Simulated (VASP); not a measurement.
# MgO in VASP: further runs

The runs below take MgO through single point, with HSE06.

All numbers are computed with VASP 6.6.1; they aren't measurements. Logs are shortened: lines on timing, memory, paths and dates and some standing lists are left out, and cuts for length are marked.

**1. The cell of the first run**

It takes space group Imm2 (No. 44, orthorhombic). The conventional cell has a = 3.179 Å, b = 3.276 Å, c = 4.564 Å, α = 90.00°, β = 90.00°, γ = 90.00°. Within 2.6 Å of Mg (site symmetry mm2) lie 4 O at 1.97 to 1.98 Å. Within 2.6 Å of O (site symmetry mm2) lie 4 Mg at 1.97 to 1.98 Å.

**2. Single point, HSE06 (shear xy strain +3.0%)**

The input, POSCAR:

```
MgO
1.0
    0.0342300849      2.2820056627      2.2820056627
    2.2820056627      0.0342300849      2.2820056627
    2.3162357476      2.3162357476      0.0000000000
Mg O
1 1
Direct
    0.0026811211      0.0026811211     -0.0026811211
    0.2473188789      0.2473188789      0.2526811211
```

The input, INCAR.step1:

```
  PREC = Accurate
  ENCUT = 520
  EDIFF = 1E-5
  ISMEAR = 0
  SIGMA = 0.01
  LREAL = F
  LASPH = T
  NELM = 80
  ALGO = Normal
  ISIF = 2
  LWAVE = T
  LCHARG = F
  GGA = PE
  NBANDS = 11
```

The input, INCAR.step2:

```
  PREC = Accurate
  ENCUT = 520
  EDIFF = 1E-7
  ISMEAR = 0
  SIGMA = 0.01
  LREAL = F
  LASPH = T
  NELM = 80
  ALGO = Normal
  ISIF = 2
  LWAVE = F
  LCHARG = F
  GGA = PE
  LHFCALC = T
  HFSCREEN = 0.2079
  PRECFOCK = Normal
  ISTART = 1
  NBANDS = 11
```

The input, KPOINTS:

```
Automatic mesh
0
Gamma
  6 6 6
```

Potentials or basis: VASP PAW PBE potentials, release 64 (Mg, O).

Command:

```
$ cat potpaw_PBE.64/Mg/POTCAR potpaw_PBE.64/O/POTCAR > POTCAR
$ cp INCAR.step1 INCAR
$ mpirun -np 1 vasp_std > vasp.out
$ cp INCAR.step2 INCAR
$ mpirun -np 1 vasp_std > vasp.out
```

OUTCAR:

```text
PREC = Accurate
   ENCUT = 520
   EDIFF = 1E-7
   ISMEAR = 0
   LREAL = F
   LASPH = T
   NELM = 80
   ISIF = 2
   GGA = PE
   LHFCALC = T
   HFSCREEN = 0.2079
   PRECFOCK = Normal
   ISTART = 1

 ion  position               nearest neighbor table
   1  0.003  0.003  0.997-   2 1.97   2 1.97   2 1.98   2 1.98
   2  0.247  0.247  0.253-   1 1.97   1 1.97   1 1.98   1 1.98

  LATTYP: Found a body centered orthorhombic cell.
 ALAT       =     3.1788347073
 B/A-ratio  =     1.0304568528
 C/A-ratio  =     1.4357498095

  Lattice vectors:

 A1 = (   2.2820056627,   0.0342300849,  -2.2820056627)
 A2 = (  -2.2820056627,  -0.0342300849,  -2.2820056627)
 A3 = (   0.0342300849,   2.2820056627,   2.2820056627)

Analysis of symmetry for initial positions (statically):
=====================================================================
 Subroutine PRICEL returns:
 Original cell was already a primitive cell.

 Routine SETGRP: Setting up the symmetry group for a
 body centered orthorhombic supercell.

 Subroutine GETGRP returns: Found  4 space group operations
 (whereof  4 operations were pure point group operations)
 out of a pool of  8 trial point group operations.

The static configuration has the point symmetry C_2v.

Analysis of symmetry for dynamics (positions and initial velocities):
=====================================================================
 Subroutine PRICEL returns:
 Original cell was already a primitive cell.

 Routine SETGRP: Setting up the symmetry group for a
 body centered orthorhombic supercell.

 Subroutine GETGRP returns: Found  4 space group operations
 (whereof  4 operations were pure point group operations)
 out of a pool of  8 trial point group operations.

The dynamic configuration has the point symmetry C_2v.

 Subroutine INISYM returns: Found  4 space group operations
 (whereof  4 operations are pure point group operations),
 and found     1 'primitive' translations

----------------------------------------------------------------------------------------

                                     Primitive cell

  volume of cell :      23.7620

  direct lattice vectors                    reciprocal lattice vectors
     0.034230085  2.282005663  2.282005663    -0.222442136  0.222442136  0.219105504
     2.282005663  0.034230085  2.282005663     0.222442136 -0.222442136  0.219105504
     2.316235748  2.316235748  0.000000000     0.215867491  0.215867491 -0.219105504
[... 100 lines left out ...]
   EFERMI_NEDOS =   21; number of points for ismear=-14 and -15
   IALGO  =     38    algorithm
   IMIX   =      1    mixing-type and parameters
     AMIX     =   0.40;   BMIX     =  1.00
     AMIX_MAG =   1.60;   BMIX_MAG =  1.00
  volume/ion in A,a.u.               =      11.88        80.18
  Fermi-wavevector in a.u.,A,eV,Ry     =   1.138878  2.152168 17.647355  1.297044
  Thomas-Fermi vector in A             =   2.275582
   LORBIT       =      0    0 simple, 1 ext, 2 COOP (PROOUT), +10 PAW based schemes
   GGA     = PE    functional components
   LHFCALC =     T    Hartree Fock is set to
   PRECFOCK=normal    Normal, Fast or Accurate (Low or Medium for compatibility)
   ENCUT4O =  -1.0   cutoff for four orbital integrals eV
   NKREDX  =     1    reduce k-point grid by
   NKREDY  =     1    reduce k-point grid by
   NKREDZ  =     1    reduce k-point grid by
   AEXX    =    0.2500 exact exchange contribution
   HFSCREEN=    0.2079 screening length (either q_TF or 0.3 A-1)
   HFSCREENC=   0.2079 screening length for correlation (either q_TF or 0.3 A-1)
   ENCUTFOCK=  -1.0 apply spherical cutoff to Coloumb kernel
   IVDW    =     0    specifies the selected vdW correction
   LEPSILON=     F    determine dielectric tensor
   LRPA    =     F    only Hartree local field effects (RPA)
 non-spin polarized calculation
 Gauss-broadening in eV      SIGMA  =   0.01
  energy-cutoff  :      520.00
  volume of cell :       23.76
 maximum number of plane-waves:       650
  NGX = 20; NGY = 20; NGZ = 20

 number of electron       8.0000003 magnetization

 Free energy of the ion-electron system (eV)
  ---------------------------------------------------
  ext. energy  EPLUGINS =         0.00000000
  ---------------------------------------------------
  free energy    TOTEN  =       -13.93471590 eV

  energy without entropy =      -13.93471590  energy(sigma->0) =      -13.93471590

 E-fermi :  -0.2637     XC(G=0):  -8.0132

 val. band max:       -0.3642460235   @ k =   0.0000   0.0000   0.0000
 cond. band min:       4.7864210332   @ k =   0.0000   0.0000   0.0000
 fundamental gap:      5.1506670567
 Fermi energy:        -0.2637169040

 k-point     1 :       0.0000    0.0000    0.0000
  band No.  band energies     occupation
      1     -17.8253      2.00000
      2      -0.5241      2.00000
      3      -0.4485      2.00000
      4      -0.3642      2.00000
      5       4.7864      0.00000
      6      17.9401      0.00000
      7      18.3699      0.00000
      8      18.7896      0.00000
      9      21.7707      0.00000
     10      21.8718      0.00000
     11      21.9609      0.00000
[... 309 lines left out ...]
 k-point    24 :       0.5000    0.5000    0.1667
  band No.  band energies     occupation
      1     -16.9757      2.00000
      2      -2.9524      2.00000
      3      -1.6713      2.00000
      4      -0.9996      2.00000
      5       8.2459      0.00000
      6      12.8901      0.00000
      7      15.3556      0.00000
      8      18.1748      0.00000
      9      18.4185      0.00000
     10      25.2858      0.00000
     11      25.9438      0.00000

 [... further k-points ...]

------------------------ aborting loop because EDIFF is reached ----------------------------------------

  FORCE on cell =-STRESS in cart. coord.  units (eV):
  Direction    XX          YY          ZZ          XY          YZ          ZX
  --------------------------------------------------------------------------------------
  -------------------------------------------------------------------------------------
  Total       -0.0088284     -0.0088284     -0.0247725     -0.3973693      0.0000000      0.0000000
  in kB       -0.5952638     -0.5952638     -1.6703149    -26.7930671      0.0000000      0.0000000
  external PRESSURE =      -0.9536142 kB  Pullay stress =       0.0000000 kB

 VOLUME and BASIS-vectors are now :
 -----------------------------------------------------------------------------
  energy-cutoff  :      520.00
  volume of cell :       23.76
      direct lattice vectors                 reciprocal lattice vectors
     0.034230085  2.282005663  2.282005663    -0.222442136  0.222442136  0.219105504
     2.282005663  0.034230085  2.282005663     0.222442136 -0.222442136  0.219105504
     2.316235748  2.316235748  0.000000000     0.215867491  0.215867491 -0.219105504

 POSITION                                       TOTAL-FORCE (eV/Angst)
 -----------------------------------------------------------------------------------
      2.31624      2.31624      0.01224         0.000000      0.000000      0.000400
      1.15812      1.15812      1.12877        -0.000000     -0.000000     -0.000400
 -----------------------------------------------------------------------------------
    total drift:                                0.000002      0.000002     -0.000590

  FREE ENERGIE OF THE ION-ELECTRON SYSTEM (eV)
  ---------------------------------------------------
  free  energy   TOTEN  =       -13.9347159026 eV

  energy  without entropy=      -13.9347159026  energy(sigma->0) =      -13.93471590
```

OUTCAR.step1:

```text
PREC = Accurate
   ENCUT = 520
   EDIFF = 1E-5
   ISMEAR = 0
   LREAL = F
   LASPH = T
[... 558 lines left out ...]
 -----------------------------------------------------------------------------------
      2.31624      2.31624      0.01224         0.000000      0.000000      0.014974
      1.15812      1.15812      1.12877        -0.000000     -0.000000     -0.014974
 -----------------------------------------------------------------------------------
    total drift:                               -0.000001     -0.000001     -0.000840

  FREE ENERGIE OF THE ION-ELECTRON SYSTEM (eV)
  ---------------------------------------------------
  free  energy   TOTEN  =       -11.6875040625 eV

  energy  without entropy=      -11.6875040625  energy(sigma->0) =      -11.68750406
```

Run time: 29 min. Hardware: 1 thread of Intel Xeon Platinum 8375C at 2.90GHz (Ice Lake), shared host; peak memory 0.26 GiB.

What came out:

- Free energy: -13.9347 eV
- Pressure: -0.1 GPa
- Band gap on the k mesh: 5.15 eV

Caveat: the cell differs from its parent crystal (shear xy strain +3.0%); the PAW data sets were made with another functional, which shifts forces and pressure a little.

**3. Single point, HSE06 (uniaxial x strain +2.0%)**

The input, POSCAR:

```
MgO
1.0
    0.0000000000      2.2820056627      2.2820056627
    2.3276457760      0.0000000000      2.2820056627
    2.3276457760      2.2820056627      0.0000000000
Mg O
1 1
Direct
    0.0000000000      0.0000000000      0.0000000000
    0.2500000000      0.2500000000      0.2500000000
```

The input, INCAR.step1:

```
PREC     = Accurate       # precision mode
ENCUT    = 520            # plane-wave cutoff, eV
EDIFF    = 1E-5           # SCF threshold, eV
ISMEAR   = 0              # smearing method
SIGMA    = 0.01           # smearing width, eV
LREAL    = F              # projectors in reciprocal space
LASPH    = T              # aspherical terms in the spheres
NELM     = 80             # most SCF steps
ALGO     = Normal         # electronic algorithm
ISIF     = 2              # what is computed and relaxed
LWAVE    = T              # write WAVECAR
NBANDS   = 11             # bands
GGA      = PE             # functional
```

The input, INCAR.step2:

```
PREC     = Accurate       # precision mode
ENCUT    = 520            # plane-wave cutoff, eV
EDIFF    = 1E-6           # SCF threshold, eV
ISMEAR   = 0              # smearing method
SIGMA    = 0.01           # smearing width, eV
LREAL    = F              # projectors in reciprocal space
LASPH    = T              # aspherical terms in the spheres
NELM     = 80             # most SCF steps
ALGO     = Normal         # electronic algorithm
ISIF     = 2              # what is computed and relaxed
LWAVE    = F              # write WAVECAR
LCHARG   = T              # write CHGCAR
GGA      = PE             # functional
LHFCALC  = T              # exact exchange
HFSCREEN = 0.2079         # screening, 1/A
PRECFOCK = Normal       
LELF     = T              # ELF
LVHAR    = T            
NBANDS   = 11             # bands
ISTART   = 1
```

KPOINTS is that of step 2.

Potentials or basis: VASP PAW PBE potentials, release 64 (Mg, O).

Command:

```
$ cat potpaw_PBE.64/Mg/POTCAR potpaw_PBE.64/O/POTCAR > POTCAR
$ cp INCAR.step1 INCAR
$ mpirun -np 1 vasp_std > vasp.out
$ cp INCAR.step2 INCAR
$ mpirun -np 1 vasp_std > vasp.out
```

OUTCAR:

```text
PREC = Accurate
   ENCUT = 520
   EDIFF = 1E-6
   ISMEAR = 0
   LREAL = F
   LASPH = T
   NELM = 80
   ISIF = 2
   GGA = PE
   LHFCALC = T
   HFSCREEN = 0.2079
   PRECFOCK = Normal
   ISTART = 1

 ion  position               nearest neighbor table
   1  0.000  0.000  0.000-   2 1.99   2 1.99   2 1.99   2 1.99
   2  0.250  0.250  0.250-   1 1.99   1 1.99   1 1.99   1 1.99

  LATTYP: Found a body centered tetragonal cell.
 ALAT       =     3.2272433576
 C/A-ratio  =     1.4424978336

  Lattice vectors:

 A1 = (   2.3276457760,   0.0000000000,   2.2820056627)
 A2 = (   2.3276457760,   0.0000000000,  -2.2820056627)
 A3 = (  -2.3276457760,   2.2820056627,   0.0000000000)

Analysis of symmetry for initial positions (statically):
=====================================================================
 Subroutine PRICEL returns:
 Original cell was already a primitive cell.

 Routine SETGRP: Setting up the symmetry group for a
 body centered tetragonal supercell.

 Subroutine GETGRP returns: Found  8 space group operations
[... 182 lines left out ...]
      1     -17.8655      2.00000
      2      -0.5742      2.00000
      3      -0.5293      2.00000
      4      -0.5293      2.00000
      5       4.5703      0.00000
      6      18.0345      0.00000
      7      18.0345      0.00000
      8      18.0353      0.00000
      9      21.2906      0.00000
     10      21.3113      0.00000
     11      21.9076      0.00000
[... 309 lines left out ...]
 k-point    24 :       0.3333   -0.3333    0.1667
  band No.  band energies     occupation
      1     -17.0324      2.00000
      2      -2.8757      2.00000
      3      -1.9695      2.00000
      4      -1.2309      2.00000
      5       9.1842      0.00000
      6      12.1200      0.00000
      7      14.5940      0.00000
      8      16.2404      0.00000
      9      20.9757      0.00000
     10      21.9002      0.00000
     11      26.9113      0.00000

 [... further k-points ...]

------------------------ aborting loop because EDIFF is reached ----------------------------------------

  FORCE on cell =-STRESS in cart. coord.  units (eV):
  Direction    XX          YY          ZZ          XY          YZ          ZX
  --------------------------------------------------------------------------------------
  -------------------------------------------------------------------------------------
  Total       -0.4907499     -0.3343596     -0.3343596      0.0000000      0.0000000      0.0000000
  in kB      -32.4332493    -22.0975438    -22.0975438      0.0000000      0.0000000      0.0000000
  external PRESSURE =     -25.5427789 kB  Pullay stress =       0.0000000 kB

 VOLUME and BASIS-vectors are now :
 -----------------------------------------------------------------------------
  energy-cutoff  :      520.00
  volume of cell :       24.24
      direct lattice vectors                 reciprocal lattice vectors
     0.000000000  2.282005663  2.282005663    -0.214809317  0.219105504  0.219105504
     2.327645776  0.000000000  2.282005663     0.214809317 -0.219105504  0.219105504
     2.327645776  2.282005663  0.000000000     0.214809317  0.219105504 -0.219105504

 POSITION                                       TOTAL-FORCE (eV/Angst)
 -----------------------------------------------------------------------------------
      0.00000      0.00000      0.00000        -0.000000     -0.000000     -0.000000
      1.16382      1.14100      1.14100         0.000000      0.000000      0.000000
 -----------------------------------------------------------------------------------
    total drift:                                0.000003      0.000002      0.000002

  FREE ENERGIE OF THE ION-ELECTRON SYSTEM (eV)
  ---------------------------------------------------
  free  energy   TOTEN  =       -13.9361504740 eV

  energy  without entropy=      -13.9361504740  energy(sigma->0) =      -13.93615047
```

It took 27 min on 1 thread of Oxide Virtual Turin-like, shared host; peak memory 0.22 GiB.

What came out:

| Item | Value |
| --- | --- |
| Free energy | -13.9362 eV |
| Pressure | -2.6 GPa |
| Band gap on the k mesh | 5.10 eV |

Levels at points of the mesh, in eV from the valence-band top:
| k point | band 2 | band 3 | band 4 | band 5 | band 6 | band 7 |
| --- | --- | --- | --- | --- | --- | --- |
| (0.00, 0.00, 0.00) | -0.04 | 0.00 | 0.00 | 5.10 | 18.56 | 18.56 |
| (0.50, 0.00, 0.00) | -3.18 | -0.27 | -0.18 | 10.42 | 11.43 | 16.18 |
| (0.50, 0.50, 0.00) | -2.62 | -0.85 | -0.84 | 7.82 | 13.26 | 16.03 |
| (0.00, 0.50, 0.50) | -2.72 | -0.76 | -0.76 | 7.82 | 13.31 | 15.87 |

Caveat: the cell differs from its parent crystal (uniaxial x strain +2.0%); the PAW data sets were made with another functional, which shifts forces and pressure a little.
